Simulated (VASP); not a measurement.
# CuAgSe2 (R-3m) in VASP: single point with PBE+U

Aim: the single point of CuAgSe2 with PBE+U.

Program: VASP 6.6.1. These are calculated values, not measurements. Logs are shortened: lines on timing, memory, paths and dates and some standing lists are left out, and cuts for length are marked.

**1. The cell of the first run**

Symmetry: R-3m, No. 166, trigonal system. Conventional cell: a = 3.782 Å, b = 3.782 Å, c = 20.597 Å, α = 90.00°, β = 90.00°, γ = 120.00°. Ag (site symmetry -3m) has 6 Se at 3.00 Å and 6 Ag at 3.78 Å and 6 Cu at 4.07 Å within 4.1 Å. Cu (site symmetry -3m) has 6 Se at 2.58 Å within 3.4 Å. Se (site symmetry 3m) has 3 Cu at 2.58 Å and 3 Ag at 3.00 Å and 3 Se at 3.51 Å within 3.6 Å.

**2. Single point, PBE+U, collinear spin**

Contents of INCAR:

```
ALGO     = Normal         # electronic algorithm
EDIFF    = 1E-7           # SCF threshold, eV
ENCUT    = 520            # plane-wave cutoff, eV
GGA      = PE             # functional
ISIF     = 2              # what is computed and relaxed
ISMEAR   = 0              # smearing method
ISPIN    = 2              # spin polarisation
LASPH    = True           # aspherical terms in the spheres
LCHARG   = False          # write CHGCAR
LDAU     = True           # DFT+U
LDAUJ    = 0 0 0        
LDAUL    = -1 2 -1        # shell
LDAUPRINT= 1            
LDAUTYPE = 2            
LDAUU    = 0 4 0          # U, eV
LMAXMIX  = 4              # l up to which the mixer works
LORBIT   = 11             # projections on sites
LREAL    = False          # projectors in reciprocal space
LWAVE    = False          # write WAVECAR
MAGMOM   = 0 2 0 0        # initial moments
NBANDS   = 29             # bands
NELM     = 150            # most SCF steps
PREC     = Accurate       # precision mode
SIGMA    = 0.05           # smearing width, eV
```

Contents of KPOINTS:

```
k-points
0
Gamma
  6 6 6
```

Contents of POSCAR:

```
CuAgSe2
1.0
    1.8911598700      1.0918616600      6.8656319800
   -1.8911598700      1.0918616600      6.8656319800
    0.0000000000     -2.1837233200      6.8656319800
Ag Cu Se
1 1 2
Direct
    0.5000000000      0.5000000000      0.5000000000
    0.0000000000      0.0000000000      0.0000000000
    0.2667000000      0.2667000000      0.2667000000
    0.7333000000      0.7333000000      0.7333000000
```

Potentials or basis: VASP PAW PBE potentials, release 64 (Ag, Cu, Se).

Launch:

```console
$ cat potpaw_PBE.64/Ag/POTCAR potpaw_PBE.64/Cu/POTCAR potpaw_PBE.64/Se/POTCAR > POTCAR
$ mpirun -np 1 vasp_std > vasp.out
```

OUTCAR:

```text
EDIFF = 1E-7
   ENCUT = 520
   GGA = PE
   ISIF = 2
   ISMEAR = 0
   ISPIN = 2
   LASPH = True
   LORBIT = 11
   LREAL = False
   NELM = 150
   PREC = Accurate

 ion  position               nearest neighbor table
   1  0.500  0.500  0.500-   3 3.00   4 3.00   3 3.00   3 3.00   4 3.00   4 3.00
   2  0.000  0.000  0.000-   4 2.58   3 2.58   4 2.58   4 2.58   3 2.58   3 2.58
   3  0.267  0.267  0.267-   2 2.58   2 2.58   2 2.58   1 3.00   1 3.00   1 3.00
   4  0.733  0.733  0.733-   2 2.58   2 2.58   2 2.58   1 3.00   1 3.00   1 3.00

  LATTYP: Found a trigonal (rhomboedric) cell.
 ALAT       =     7.2045506469
 COS(alpha) =     0.8621925535

  Lattice vectors:

 A1 = (   1.8911598700,   1.0918616600,   6.8656319800)
 A2 = (  -1.8911598700,   1.0918616600,   6.8656319800)
 A3 = (   0.0000000000,  -2.1837233200,   6.8656319800)

Analysis of symmetry for initial positions (statically):
=====================================================================
 Subroutine PRICEL returns:
 Original cell was already a primitive cell.

 Routine SETGRP: Setting up the symmetry group for a
 trigonal (rhombohedral) supercell.

 Subroutine GETGRP returns: Found 12 space group operations
 (whereof 12 operations were pure point group operations)
 out of a pool of 12 trial point group operations.

The static configuration has the point symmetry D_3d.

Analysis of symmetry for dynamics (positions and initial velocities):
=====================================================================
 Subroutine PRICEL returns:
 Original cell was already a primitive cell.

 Routine SETGRP: Setting up the symmetry group for a
 trigonal (rhombohedral) supercell.

 Subroutine GETGRP returns: Found 12 space group operations
 (whereof 12 operations were pure point group operations)
 out of a pool of 12 trial point group operations.

The dynamic configuration has the point symmetry D_3d.

Analysis of structural, dynamic, and magnetic symmetry:
=====================================================================
 Subroutine PRICEL returns:
 Original cell was already a primitive cell.

 Routine SETGRP: Setting up the symmetry group for a
 trigonal (rhombohedral) supercell.

 Subroutine GETGRP returns: Found 12 space group operations
 (whereof 12 operations were pure point group operations)
 out of a pool of 12 trial point group operations.

The overall configuration has the point symmetry D_3d.

 Subroutine INISYM returns: Found 12 space group operations
 (whereof 12 operations are pure point group operations),
 and found     1 'primitive' translations

----------------------------------------------------------------------------------------

                                     Primitive cell

  volume of cell :      85.0604

  direct lattice vectors                    reciprocal lattice vectors
     1.891159870  1.091861660  6.865631980     0.264388013  0.152644490  0.048551005
    -1.891159870  1.091861660  6.865631980    -0.264388013  0.152644490  0.048551005
     0.000000000 -2.183723320  6.865631980     0.000000000 -0.305288981  0.048551005

  length of vectors
     7.204550647  7.204550647  7.204550647     0.309125479  0.309125479  0.309125479

  position of ions in fractional coordinates (direct lattice)
     0.500000000  0.500000000  0.500000000
     0.000000000  0.000000000  0.000000000
     0.266700000  0.266700000  0.266700000
     0.733300000  0.733300000  0.733300000

  ion indices of the primitive-cell ions
   primitive index   ion index
[... 77 lines left out ...]
   LREAL  =      F    real-space projection
   EDIFFG = 0.1E-05   stopping-criterion for IOM
   NSW    =      0    number of steps for IOM
   IBRION =     -1    ionic relax: 0-MD 1-quasi-New 2-CG
   NFREE  =      0    steps in history (QN), initial steepest desc. (CG)
   ISIF   =      2    stress and relaxation
   ISYM   =      2    0-nonsym 1-usesym 2-fastsym
   POTIM  = 0.5000    time-step for ionic-motion
   TEBEG  =    0.0;   TEEND  =   0.0 temperature during run
   PSTRESS=    0.0 pullay stress
   NELECT =      34.0000    total number of electrons
   NUPDOWN=      -1.0000    fix difference up-down
   EMIN   =  10.00;   EMAX   =-10.00  energy-range for DOS
   EFERMI =   0.00;   METHOD = LEGACY
   ISMEAR =     0;   SIGMA  =   0.05  broadening in eV -4-tet -1-fermi 0-gaus
   EFERMI_NEDOS =   21; number of points for ismear=-14 and -15
   IALGO  =     38    algorithm
   IMIX   =      4    mixing-type and parameters
     AMIX     =   0.40;   BMIX     =  1.00
     AMIX_MAG =   1.60;   BMIX_MAG =  1.00
  volume/ion in A,a.u.               =      21.27       143.50
  Fermi-wavevector in a.u.,A,eV,Ry     =   1.205939  2.278894 19.786794  1.454288
  Thomas-Fermi vector in A             =   2.341621
   LORBIT       =     11    0 simple, 1 ext, 2 COOP (PROOUT), +10 PAW based schemes
 LDA+U is selected, type is set to LDAUTYPE =  2
   angular momentum for each species LDAUL =    -1    2   -1
   U (eV)           for each species LDAUU =   0.0  4.0  0.0
   J (eV)           for each species LDAUJ =   0.0  0.0  0.0
   GGA     = PE    functional components
   LHFCALC =     F    Hartree Fock is set to
   AEXX    =    0.0000 exact exchange contribution
   IVDW    =     0    specifies the selected vdW correction
   LEPSILON=     F    determine dielectric tensor
   LRPA    =     F    only Hartree local field effects (RPA)
 spin polarized calculation
 Gauss-broadening in eV      SIGMA  =   0.05
  energy-cutoff  :      520.00
  volume of cell :       85.06
 maximum number of plane-waves:      2307
 NGX is ok and might be reduce to    54
   NGX = 27   NGY = 27   NGZ = 27

 number of electron      33.9999990 magnetization       0.0670267

atom =   2  type =  2  l = 2

 onsite density matrix

spin component  1

  0.9329 -0.0000  0.0000 -0.0267  0.0000
 -0.0000  0.9164  0.0000  0.0000 -0.0267
  0.0000  0.0000  0.9531  0.0000 -0.0000
 -0.0267  0.0000  0.0000  0.9164 -0.0000
  0.0000 -0.0267 -0.0000 -0.0000  0.9329

spin component  2

  0.9330 -0.0000  0.0000 -0.0266  0.0000
 -0.0000  0.9165  0.0000  0.0000 -0.0266
  0.0000  0.0000  0.9532  0.0000 -0.0000
 -0.0266  0.0000  0.0000  0.9165 -0.0000
  0.0000 -0.0266 -0.0000 -0.0000  0.9330

 occupancies and eigenvectors

  o =  0.8967  v =  0.0000 -0.8051 -0.0000  0.0000 -0.5932  0.0000  0.0000  0.0000  0.0000  0.0000      0.0000  0.0000  0.0000  0.0000  0.0000  0.0000  0.0000  0.0000  0.0000  0.0000
  o =  0.8967  v = -0.5932 -0.0000 -0.0000 -0.8051 -0.0000  0.0000  0.0000  0.0000  0.0000  0.0000      0.0000  0.0000  0.0000  0.0000  0.0000  0.0000  0.0000  0.0000  0.0000  0.0000
  o =  0.8969  v =  0.0000  0.0000  0.0000  0.0000  0.0000  0.0000  0.8050  0.0000  0.0000  0.5933      0.0000  0.0000  0.0000  0.0000  0.0000  0.0000  0.0000  0.0000  0.0000  0.0000
  o =  0.8969  v =  0.0000  0.0000  0.0000  0.0000  0.0000  0.5933  0.0000 -0.0000  0.8050 -0.0000      0.0000  0.0000  0.0000  0.0000  0.0000  0.0000  0.0000  0.0000  0.0000  0.0000
  o =  0.9526  v =  0.0000  0.5932 -0.0000 -0.0000 -0.8051  0.0000  0.0000  0.0000  0.0000  0.0000      0.0000  0.0000  0.0000  0.0000  0.0000  0.0000  0.0000  0.0000  0.0000  0.0000
  o =  0.9526  v =  0.8051 -0.0000  0.0000 -0.5932  0.0000  0.0000  0.0000  0.0000  0.0000  0.0000      0.0000  0.0000  0.0000  0.0000  0.0000  0.0000  0.0000  0.0000  0.0000  0.0000
  o =  0.9526  v =  0.0000  0.0000  0.0000  0.0000  0.0000  0.0000  0.5933 -0.0000 -0.0000 -0.8050      0.0000  0.0000  0.0000  0.0000  0.0000  0.0000  0.0000  0.0000  0.0000  0.0000
  o =  0.9526  v =  0.0000  0.0000  0.0000  0.0000  0.0000 -0.8050  0.0000 -0.0000  0.5933 -0.0000      0.0000  0.0000  0.0000  0.0000  0.0000  0.0000  0.0000  0.0000  0.0000  0.0000
  o =  0.9531  v = -0.0000 -0.0000 -1.0000  0.0000  0.0000  0.0000  0.0000  0.0000  0.0000  0.0000      0.0000  0.0000  0.0000  0.0000  0.0000  0.0000  0.0000  0.0000  0.0000  0.0000
  o =  0.9532  v =  0.0000  0.0000  0.0000  0.0000  0.0000  0.0000 -0.0000 -1.0000 -0.0000  0.0000      0.0000  0.0000  0.0000  0.0000  0.0000  0.0000  0.0000  0.0000  0.0000  0.0000

 number of electron      33.9999990 magnetization      -0.0009203

 Free energy of the ion-electron system (eV)
  ---------------------------------------------------
  ext. energy  EPLUGINS =         0.00000000
  ---------------------------------------------------
  free energy    TOTEN  =       -11.96244956 eV

  energy without entropy =      -11.95804633  energy(sigma->0) =      -11.96024795

 E-fermi :   3.8466     XC(G=0): -10.1724

 val. band max:        3.8170234908   @ k =  -0.3333   0.5000   0.3333
 cond. band min:       3.8545847225   @ k =   0.5000   0.1667   0.0000
 fundamental gap:      0.0375612317
 Fermi energy:         3.8465684390

 spin component 1

 k-point     1 :       0.0000    0.0000    0.0000
  band No.  band energies     occupation
      1      -9.5537      1.00000
      2      -8.3903      1.00000
      3      -1.4411      1.00000
      4      -0.0169      1.00000
      5      -0.0169      1.00000
      6       0.4273      1.00000
[... 1529 lines left out ...]
     28      15.7946      0.00000
     29      17.0641      0.00000

 [... further k-points ...]
[... 5 lines left out ...]
  --------------------------------------------------------------------------------------
  -------------------------------------------------------------------------------------
  Total       -2.9609312     -2.9609312     -3.2846348      0.0000000     -0.0000000      0.0000000
  in kB      -55.7713640    -55.7713640    -61.8685652      0.0000000     -0.0000000      0.0000000
  external PRESSURE =     -57.8037644 kB  Pullay stress =       0.0000000 kB

 VOLUME and BASIS-vectors are now :
 -----------------------------------------------------------------------------
  energy-cutoff  :      520.00
  volume of cell :       85.06
      direct lattice vectors                 reciprocal lattice vectors
     1.891159870  1.091861660  6.865631980     0.264388013  0.152644490  0.048551005
    -1.891159870  1.091861660  6.865631980    -0.264388013  0.152644490  0.048551005
     0.000000000 -2.183723320  6.865631980     0.000000000 -0.305288981  0.048551005

 POSITION                                       TOTAL-FORCE (eV/Angst)
 -----------------------------------------------------------------------------------
      0.00000      0.00000     10.29845        -0.000000     -0.000000     -0.000000
      0.00000      0.00000      0.00000         0.000000      0.000000     -0.000000
      0.00000      0.00000      5.49319         0.000000      0.000000     -0.427981
      0.00000      0.00000     15.10370         0.000000     -0.000000      0.427981
 -----------------------------------------------------------------------------------
    total drift:                                0.000000      0.000000      0.000000

  FREE ENERGIE OF THE ION-ELECTRON SYSTEM (eV)
  ---------------------------------------------------
  free  energy   TOTEN  =       -11.9624495618 eV

  energy  without entropy=      -11.9580463342  energy(sigma->0) =      -11.96024795

 total charge

# of ion       s       p       d       tot
------------------------------------------
    1        0.278   0.147   9.228   9.652
    2        0.342   0.301   9.284   9.927
    3        1.487   2.193   0.031   3.711
    4        1.487   2.193   0.031   3.711
--------------------------------------------------
tot          3.595   4.833  18.574  27.002

 magnetization (x)

# of ion       s       p       d       tot
------------------------------------------
    1        0.000  -0.000  -0.000  -0.000
    2        0.000  -0.000  -0.000  -0.000
    3       -0.000  -0.000   0.000  -0.000
    4       -0.000  -0.000   0.000  -0.000
--------------------------------------------------
tot         -0.000  -0.000  -0.000  -0.000
```

Run time: 6.4 min. Hardware: 1 thread of Intel Xeon Platinum 8488C (Sapphire Rapids), shared host; peak memory 0.57 GiB.

What came out:

```yaml
Free_energy: -11.9624 eV
Pressure: -5.8 GPa
Largest_force: 0.428 eV/Å
Band_gap_on_the_k_mesh: zero (filled and empty bands overlap)
Net_moment: 0.00 μB per cell
Valence_electrons_inside_the_program's_atomic_spheres: Ag 9.65; Cu 9.93; Se 3.71
```

Forces on the atoms (eV/Å):
```
Ag   0.000  0.000  0.000
Cu   0.000  0.000  0.000
Se   0.000  0.000 -0.428
Se   0.000  0.000  0.428
```

Eigenvalues of the final occupation matrices:
```csv
site,spin,trace,eigenvalues
site 2 d,1,4.65,0.90 0.90 0.95 0.95 0.95
site 2 d,2,4.65,0.90 0.90 0.95 0.95 0.95
```

Caveat: the cell stands under tension.

The gap in the log of VASP goes by the Fermi energy; the results here count the filled bands.